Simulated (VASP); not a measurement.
# CoSi2 in VASP: a series of runs

The runs below take CoSi2 through single point, with PBEsol.

All numbers are computed with VASP 6.6.1; they aren't measurements. Logs are shortened: lines on timing, memory, paths and dates and some standing lists are left out, and cuts for length are marked.

## (1) The cell of the first run

The structure is trigonal, space group R-3m (No. 166). Conventional cell: a = 3.833 Å, b = 3.833 Å, c = 8.981 Å, α = 90.00°, β = 90.00°, γ = 120.00°. Within 3.0 Å of Co (site symmetry -3m) lie 8 Si at 2.25 to 2.34 Å. Si (site symmetry 3m) has 4 Co at 2.25 to 2.34 Å and 6 Si at 2.67 Å within 3.0 Å.

## (2) Single point, PBEsol

INCAR reads:

```
PREC = Accurate ; ENCUT = 520
EDIFF = 1E-6 ; ISMEAR = 0
SIGMA = 0.1 ; LREAL = F
LASPH = T ; NELM = 80
ALGO = Normal ; ISIF = 2
LWAVE = F ; LCHARG = F
GGA = PS ; NBANDS = 16
ISYM = 0
```

KPOINTS reads:

```
regular mesh
0
Gamma
  9 9 12
```

POSCAR reads:

```
CoSi2
1.0
    3.8330589177      0.0000000000      0.0000000000
   -1.9165294588      3.3195263969      0.0000000000
    1.9165294588      1.1065087990      2.9938213399
Co Si
1 2
Direct
    0.0000000000      0.0000000000      0.0000000000
    0.5000000000      0.7500000000      0.7500000000
    0.5000000000      0.2500000000      0.2500000000
```

Potentials or basis: VASP PAW PBE potentials, release 64 (Co, Si).

Run with:

```console
$ cat potpaw_PBE.64/Co/POTCAR potpaw_PBE.64/Si/POTCAR > POTCAR
$ mpirun -np 1 vasp_std > vasp.out
```

OUTCAR:

```text
PREC = Accurate
   ENCUT = 520
   EDIFF = 1E-6
   ISMEAR = 0
   LREAL = F
   LASPH = T
   NELM = 80
   ISIF = 2
   GGA = PS
   ISYM = 0

 ion  position               nearest neighbor table
   1  0.000  0.000  0.000-   3 2.25   2 2.25   2 2.34   3 2.34   3 2.34   2 2.34   3 2.34   2 2.34

   2  0.500  0.750  0.750-   1 2.25   1 2.34   1 2.34   1 2.34   3 2.67   3 2.67   3 2.67   3 2.67
                             3 2.67   3 2.67
   3  0.500  0.250  0.250-   1 2.25   1 2.34   1 2.34   1 2.34   2 2.67   2 2.67   2 2.67   2 2.67
                             2 2.67   2 2.67

IMPORTANT INFORMATION: All symmetrisations will be switched off!
NOSYMM: (Re-)initialisation of all symmetry stuff for point group C_1.

----------------------------------------------------------------------------------------

                                     Primitive cell

  volume of cell :      38.0932

  direct lattice vectors                    reciprocal lattice vectors
     3.833058918  0.000000000  0.000000000     0.260888241  0.150623896 -0.222680845
    -1.916529459  3.319526397  0.000000000     0.000000000  0.301247793 -0.111340423
     1.916529459  1.106508799  2.993821340     0.000000000  0.000000000  0.334021268

  length of vectors
     3.833058918  3.833058918  3.722957575     0.374615792  0.321164946  0.334021268

  position of ions in fractional coordinates (direct lattice)
     0.000000000  0.000000000  0.000000000
     0.500000000  0.750000000  0.750000000
     0.500000000  0.250000000  0.250000000

  ion indices of the primitive-cell ions
   primitive index   ion index
                 1           1
                 2           2
                 3           3

----------------------------------------------------------------------------------------

 KPOINTS: regular mesh

Automatic generation of k-mesh.
 Grid dimensions read from file:
 generate k-points for:    9    9   12

 Generating k-lattice:

  Cartesian coordinates                     Fractional coordinates (reciprocal lattice)
     0.028987582  0.016735988 -0.024742316     0.111111111  0.000000000 -0.000000000
     0.000000000  0.033471977 -0.012371158     0.000000000  0.111111111  0.000000000
     0.000000000  0.000000000  0.027835106     0.000000000  0.000000000  0.083333333

  Length of vectors
     0.041623977  0.035684994  0.027835106

  Shift w.r.t. Gamma in fractional coordinates (k-lattice)
     0.000000000  0.000000000  0.000000000

 -----------------------------------------------------------------------------
|                                                                             |
|           W    W    AA    RRRRR   N    N  II  N    N   GGGG   !!!           |
|           W    W   A  A   R    R  NN   N  II  NN   N  G    G  !!!           |
|           W    W  A    A  R    R  N N  N  II  N N  N  G       !!!           |
|           W WW W  AAAAAA  RRRRR   N  N N  II  N  N N  G  GGG   !            |
|           WW  WW  A    A  R   R   N   NN  II  N   NN  G    G                |
|           W    W  A    A  R    R  N    N  II  N    N   GGGG   !!!           |
|                                                                             |
|     Your reciprocal lattice and k-lattice belong to different lattice       |
|     classes:                                                                |
|                                                                             |
|        The reciprocal lattice is rhombohedral (trigonal),                   |
|        whereas your k-lattice is base-centered monoclinic.                  |
|                                                                             |
|     Results are often still useful ...                                      |
|                                                                             |
 -----------------------------------------------------------------------------

 WARNING: IBZKPT: internal override: KBLOWUP is changed to .FALSE.
      ... skipping the blow-up phase ...

 Subroutine IBZKPT returns following result:
 ===========================================

 Found    487 irreducible k-points:

 Following reciprocal coordinates:
            Coordinates               Weight
  0.000000  0.000000  0.000000      1.000000
  0.111111  0.000000  0.000000      2.000000
  0.222222  0.000000 -0.000000      2.000000
  0.333333  0.000000  0.000000      2.000000
  0.444444  0.000000 -0.000000      2.000000
  0.000000  0.111111  0.000000      2.000000
[... 16 lines left out ...]
 -0.111111  0.222222  0.000000      2.000000
  0.000000  0.333333 -0.000000      2.000000
 [... further k-points ...]
   k-points           NKPTS =    487   k-points in BZ     NKDIM =    487   number of bands    NBANDS=     16
   number of dos      NEDOS =    301   number of ions     NIONS =      3
   total plane-waves  NPLWV =  25200
   dimension x,y,z NGX =    30 NGY =   30 NGZ =   28
   dimension x,y,z NGXF=    60 NGYF=   60 NGZF=   56
   ions per type =               1   2
   NGX,Y,Z   is equivalent  to a cutoff of  13.01, 13.01, 12.50 a.u.
   NGXF,Y,Z  is equivalent  to a cutoff of  26.02, 26.02, 25.01 a.u.
 SYSTEM =  unknown system
   PREC   = accura    normal or accurate (medium, high low for compatibility)
   ISTART =      0    job   : 0-new  1-cont  2-samecut
   ICHARG =      2    charge: 1-file 2-atom 10-const
   ISPIN  =      1    spin polarized calculation?
   LNONCOLLINEAR =      F non collinear calculations
   LSORBIT =      F    spin-orbit coupling
   LASPH  =      T    aspherical Exc in radial PAW
   ENCUT  =  520.0 eV  38.22 Ry    6.18 a.u.   7.13  7.13  6.92*2*pi/ulx,y,z
   NELM   =     80;   NELMIN=  2; NELMDL= -5     # of ELM steps
   EDIFF  = 0.1E-05   stopping-criterion for ELM
   LREAL  =      F    real-space projection
   EDIFFG = 0.1E-04   stopping-criterion for IOM
   NSW    =      0    number of steps for IOM
   IBRION =     -1    ionic relax: 0-MD 1-quasi-New 2-CG
   NFREE  =      0    steps in history (QN), initial steepest desc. (CG)
   ISIF   =      2    stress and relaxation
   ISYM   =      0    0-nonsym 1-usesym 2-fastsym
   POTIM  = 0.5000    time-step for ionic-motion
   TEBEG  =    0.0;   TEEND  =   0.0 temperature during run
   PSTRESS=    0.0 pullay stress
   NELECT =      17.0000    total number of electrons
   NUPDOWN=      -1.0000    fix difference up-down
   EMIN   =  10.00;   EMAX   =-10.00  energy-range for DOS
   EFERMI =   0.00;   METHOD = LEGACY
   ISMEAR =     0;   SIGMA  =   0.10  broadening in eV -4-tet -1-fermi 0-gaus
   EFERMI_NEDOS =   21; number of points for ismear=-14 and -15
   IALGO  =     38    algorithm
   IMIX   =      4    mixing-type and parameters
     AMIX     =   0.40;   BMIX     =  1.00
     AMIX_MAG =   1.60;   BMIX_MAG =  1.00
  volume/ion in A,a.u.               =      12.70        85.69
  Fermi-wavevector in a.u.,A,eV,Ry     =   1.251052  2.364145 21.294896  1.565131
  Thomas-Fermi vector in A             =   2.385017
   LORBIT       =      0    0 simple, 1 ext, 2 COOP (PROOUT), +10 PAW based schemes
   GGA     = PS    functional components
   LHFCALC =     F    Hartree Fock is set to
   AEXX    =    0.0000 exact exchange contribution
   IVDW    =     0    specifies the selected vdW correction
   LEPSILON=     F    determine dielectric tensor
   LRPA    =     F    only Hartree local field effects (RPA)
 non-spin polarized calculation
 Gauss-broadening in eV      SIGMA  =   0.10
  energy-cutoff  :      520.00
  volume of cell :       38.09
 maximum number of plane-waves:      1044
 NGX is ok and might be reduce to    30
   NGX = 15   NGY = 15   NGZ = 13

 number of electron      16.9999999 magnetization

 Free energy of the ion-electron system (eV)
  ---------------------------------------------------
  ext. energy  EPLUGINS =         0.00000000
  ---------------------------------------------------
  free energy    TOTEN  =       -20.92778752 eV

  energy without entropy =      -20.92207829  energy(sigma->0) =      -20.92493291

 E-fermi :  10.0851     XC(G=0): -11.8936

 val. band max:       10.0754650541   @ k =   0.0000   0.2222   0.1667
 cond. band min:      10.0998951109   @ k =   0.1111   0.2222   0.0833
 fundamental gap:      0.0244300568
 Fermi energy:        10.0851242544

 k-point     1 :       0.0000    0.0000    0.0000
  band No.  band energies     occupation
      1      -3.0733      2.00000
      2       5.9327      2.00000
      3       5.9341      2.00000
      4       6.0906      2.00000
      5       8.1801      2.00000
      6       8.1820      2.00000
[... 8 lines left out ...]
     15      15.8770      0.00000
     16      15.8775      0.00000

 k-point     2 :       0.1111    0.0000    0.0000
  band No.  band energies     occupation
      1      -2.8215      2.00000
      2       5.5659      2.00000
      3       5.9373      2.00000
      4       6.0694      2.00000
      5       7.9401      2.00000
      6       8.2432      2.00000
[... 8 lines left out ...]
     15      16.1541      0.00000
     16      16.2278      0.00000

 k-point     3 :       0.2222    0.0000   -0.0000
  band No.  band energies     occupation
      1      -2.0752      2.00000
      2       4.7734      2.00000
      3       5.9685      2.00000
      4       6.1511      2.00000
      5       7.0932      2.00000
      6       8.4077      2.00000
[... 8 lines left out ...]
     15      18.2653      0.00000
     16      18.5527      0.00000

 k-point     4 :       0.3333    0.0000    0.0000
  band No.  band energies     occupation
      1      -0.8711      2.00000
      2       4.0831      2.00000
      3       5.3739      2.00000
      4       6.0619      2.00000
      5       6.3552      2.00000
      6       8.6006      2.00000
[... 8 lines left out ...]
     15      18.6808      0.00000
     16      21.3734      0.00000

 k-point     5 :       0.4444    0.0000   -0.0000
  band No.  band energies     occupation
      1       0.6229      2.00000
      2       3.3544      2.00000
      3       3.7136      2.00000
      4       6.1829      2.00000
      5       6.6242      2.00000
      6       8.1666      2.00000
[... 8 lines left out ...]
     15      20.5218      0.00000
     16      22.6234      0.00000

 k-point     6 :       0.0000    0.1111    0.0000
  band No.  band energies     occupation
      1      -2.8884      2.00000
      2       5.4933      2.00000
      3       5.9959      2.00000
      4       6.1403      2.00000
      5       8.1283      2.00000
      6       8.1342      2.00000
[... 8 lines left out ...]
     15      15.5598      0.00000
     16      15.6095      0.00000
[... 267 lines left out ...]
 k-point    21 :      -0.3333    0.2222    0.0000
  band No.  band energies     occupation
      1      -1.6068      2.00000
      2       3.4170      2.00000
      3       6.2199      2.00000
      4       6.3574      2.00000
      5       7.5077      2.00000
      6       8.3496      2.00000
[... 8 lines left out ...]
     15      18.6774      0.00000
     16      19.7612      0.00000

 k-point    22 :      -0.2222    0.2222    0.0000
  band No.  band energies     occupation
      1      -2.3399      2.00000
      2       4.3464      2.00000
      3       6.1544      2.00000
      4       6.3012      2.00000
      5       8.0469      2.00000
      6       8.0672      2.00000
[... 8 lines left out ...]
     15      16.6361      0.00000
     16      17.3734      0.00000

 k-point    23 :      -0.1111    0.2222    0.0000
  band No.  band energies     occupation
      1      -2.5875      2.00000
      2       4.9707      2.00000
      3       5.8962      2.00000
      4       6.2869      2.00000
      5       7.9315      2.00000
      6       8.2047      2.00000
[... 8 lines left out ...]
     15      16.3241      0.00000
     16      16.9656      0.00000

 k-point    24 :       0.0000    0.3333   -0.0000
  band No.  band energies     occupation
      1      -1.4487      2.00000
      2       2.8420      2.00000
      3       6.3179      2.00000
      4       6.4675      2.00000
      5       8.1080      2.00000
      6       8.1347      2.00000
[... 8 lines left out ...]
     15      18.1483      0.00000
     16      19.2105      0.00000

 [... further k-points ...]

------------------------ aborting loop because EDIFF is reached ----------------------------------------

  FORCE on cell =-STRESS in cart. coord.  units (eV):
  Direction    XX          YY          ZZ          XY          YZ          ZX
  --------------------------------------------------------------------------------------
  -------------------------------------------------------------------------------------
  Total       -1.7765945     -1.7808359      1.7286686      0.0036646     -0.0069942     -0.0121137
  in kB      -74.7224998    -74.9008901     72.7067667      0.1541328     -0.2941709     -0.5094959
  external PRESSURE =     -25.6388744 kB  Pullay stress =       0.0000000 kB

 VOLUME and BASIS-vectors are now :
 -----------------------------------------------------------------------------
  energy-cutoff  :      520.00
  volume of cell :       38.09
      direct lattice vectors                 reciprocal lattice vectors
     3.833058918  0.000000000  0.000000000     0.260888241  0.150623896 -0.222680845
    -1.916529459  3.319526397  0.000000000     0.000000000  0.301247793 -0.111340423
     1.916529459  1.106508799  2.993821340     0.000000000  0.000000000  0.334021268

 POSITION                                       TOTAL-FORCE (eV/Angst)
 -----------------------------------------------------------------------------------
      0.00000      0.00000      0.00000        -0.000000     -0.000000      0.000001
      1.91653      3.31953      2.24537        -0.011600     -0.006696      0.462144
      1.91653      1.10651      0.74846         0.011600      0.006696     -0.462144
 -----------------------------------------------------------------------------------
    total drift:                               -0.000000     -0.000000      0.000001

  FREE ENERGIE OF THE ION-ELECTRON SYSTEM (eV)
  ---------------------------------------------------
  free  energy   TOTEN  =       -20.9277875245 eV

  energy  without entropy=      -20.9220782893  energy(sigma->0) =      -20.92493291
```

Wall time 7.4 min (1 thread of Intel Xeon 8259CL, shared host); peak memory 0.4 GiB.

What came out:

| Item | Value |
| --- | --- |
| Free energy | -20.9278 eV |
| Pressure | -2.6 GPa |
| Largest force | 0.462 eV/Å |
| Band gap on the k mesh | zero (an odd number of electrons rules out a gap without spin polarisation) |

Forces in eV/Å, atoms in the order of the input:
```
Co   0.000  0.000  0.000
Si  -0.012 -0.007  0.462
Si   0.012  0.007 -0.462
```

Caveat: the stress differs along the axes, from -7 to 7 GPa; the PAW data sets were made with another functional, which shifts forces and pressure a little; the run has no spin polarisation, though such a crystal can be magnetic.

## (3) Single point, PBEsol

This run uses another cell than the first one, of 12.82 Å³/atom.

INCAR reads:

```
SYSTEM = CoSi2
  PREC = Accurate
  ENCUT = 520
  EDIFF = 1E-6
  ISMEAR = 0
  SIGMA = 0.1
  LREAL = .False.
  LASPH = .True.
  NELM = 80
  ALGO = Normal
  ISIF = 2
  LWAVE = .False.
  LCHARG = .False.
  GGA = PS
  NBANDS = 16
  ISYM = 0
```

KPOINTS reads:

```
Automatic mesh
0
Gamma
  9 9 12
  0 0 0
```

POSCAR reads:

```
CoSi2
1.0
    3.8330525705     -0.0000036646     -0.0069755540
   -1.9165294588      3.3195263969      0.0000000000
    1.9110769514      1.1033607924      3.0191771114
Co Si
1 2
Direct
    0.0000000000      0.0000000000      0.0000000000
    0.4925864892      0.7462932446      0.7590884460
    0.5074135108      0.2537067554      0.2409115540
```

Potentials or basis: VASP PAW PBE potentials, release 64 (Co, Si).

Run with:

```console
$ cat potpaw_PBE.64/Co/POTCAR potpaw_PBE.64/Si/POTCAR > POTCAR
$ mpirun -np 1 vasp_std > vasp.out
```

It took 8 min on 1 thread of Intel Xeon 8259CL, shared host; peak memory 0.4 GiB.

Results (log left out):

```yaml
Free_energy: -20.9485 eV
Pressure: -4.7 GPa
Largest_force: 0.006 eV/Å
Band_gap_on_the_k_mesh: zero (an odd number of electrons rules out a gap without spin polarisation)
```

Forces on the atoms (eV/Å):
```
Co   0.000  0.000  0.000
Si   0.005  0.003  0.001
Si  -0.005 -0.003 -0.001
```

Stress tensor (GPa, compression positive):
```
-7.05 -0.05  0.01
-0.05 -6.99  0.01
 0.01  0.01  0.00
```

Levels at points of the mesh, in eV from the Fermi level:
| k point | band 6 | band 7 | band 8 | band 9 | band 10 | band 11 | band 12 | band 13 |
| --- | --- | --- | --- | --- | --- | --- | --- | --- |
| (0.00, 0.00, 0.00) | -1.86 | 0.73 | 3.21 | 3.24 | 3.32 | 3.35 | 3.63 | 3.99 |
| (0.00, 0.00, 0.50) | -1.56 | -1.55 | -0.59 | -0.55 | 2.26 | 3.20 | 3.24 | 4.20 |

Caveat: the stress differs along the axes, from -7 to -0 GPa; the PAW data sets were made with another functional, which shifts forces and pressure a little; the run has no spin polarisation, though such a crystal can be magnetic. Spin polarisation is off, so any magnetic state and its effect on volume and gap are missing.

The gap in the log of VASP goes by the Fermi energy; the results here count the filled bands.